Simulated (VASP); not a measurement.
**Sc: single point with RPBE**

Crystal: Sc.

```
Sc
1.0
     5.07233    0.00000    0.00000
    -2.53616    4.39276    0.00000
     0.00000    0.00000    3.16504
Sc
3
Direct
  0.00000 0.00000 0.00000
  0.33333 0.66667 0.50000
  0.66667 0.33333 0.50000
```

This cell differs from its parent crystal: volume scaled by 0.92.

```
Program             : VASP 6.6.1
Task                : single point
Functional          : RPBE
Potentials or basis : VASP PAW PBE potentials, release 64 (Sc_sv)
Cutoff              : 520 eV
k mesh              : 8 × 8 × 11
Occupations         : fermi-dirac, width 0.1 eV
Spin                : no spin polarisation
```

```json
{
  "Pressure": "4.7 GPa"
}
```

Stress tensor (GPa, compression positive):
```
4.63 0.00 0.00
0.00 4.63 0.00
0.00 0.00 4.87
```

Levels at points of the mesh, in eV from the Fermi level:
```tsv
k point	band 12	band 13	band 14	band 15	band 16	band 17	band 18	band 19	band 20	band 21
(0.00, 0.00, 0.00)	-27.72	-5.16	-0.80	-0.05	-0.05	-0.02	-0.02	0.74	1.67	2.14
(0.50, 0.00, 0.00)	-27.75	-3.10	-3.04	-1.63	0.48	0.63	0.67	0.78	1.03	1.45
```

Run time: 47 s on 1 thread of Intel(R) Xeon(R) 6975P-C (Granite Rapids) (shared host), peak memory 0.22 GiB.

Caveat: the PAW data sets were made with another functional, which shifts forces and pressure a little.
